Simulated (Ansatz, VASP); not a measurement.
## One calculation of Te, two programs

```
Te
1.0
     4.57975    0.00000    0.00000
    -2.28987    3.79700   -0.03772
     0.00000   -0.05789    6.27860
Te
3
Direct
  0.70764 0.00000 0.33333
  0.03101 0.76967 0.65616
  0.26135 0.23033 0.01051
```

Alike in both runs: task single point; functional PBE; k mesh 9 × 9 × 6; occupations gaussian, width 0.05 eV; no spin polarisation.

|  | VASP | Ansatz |
| --- | --- | --- |
| version | VASP 6.6.1 | Ansatz 0.2.0 |
| potentials or method | VASP PAW PBE potentials, release 64 (Te), cutoff 520 eV | scalar-relativistic, plane waves, PAW |
| valence electrons in the cell | 18 | 48 |

VASP gave:

* gap on the k mesh at the Fermi level (eV): 0.08
* least direct gap on the mesh (eV): 0.08
* pressure (GPa): -1.2
* traceless stress, the component that is largest in VASP (GPa): 2.47
* rms of the force components (eV/Å): 0.247

Question: What did Ansatz give for the same quantities?

Answer: gap on the k mesh at the Fermi level (eV): 0.07; least direct gap on the mesh (eV): 0.07; pressure (GPa): -1.2; traceless stress, the component that is largest in VASP (GPa): 2.48; rms of the force components (eV/Å): 0.245.

Atom by atom the forces differ by 0.005 eV/Å (rms over components). VASP's potentials hold 18 valence electrons a cell and Ansatz's 48, so a difference there can come from the potentials and not from the codes.

Spin-orbit coupling is off throughout.
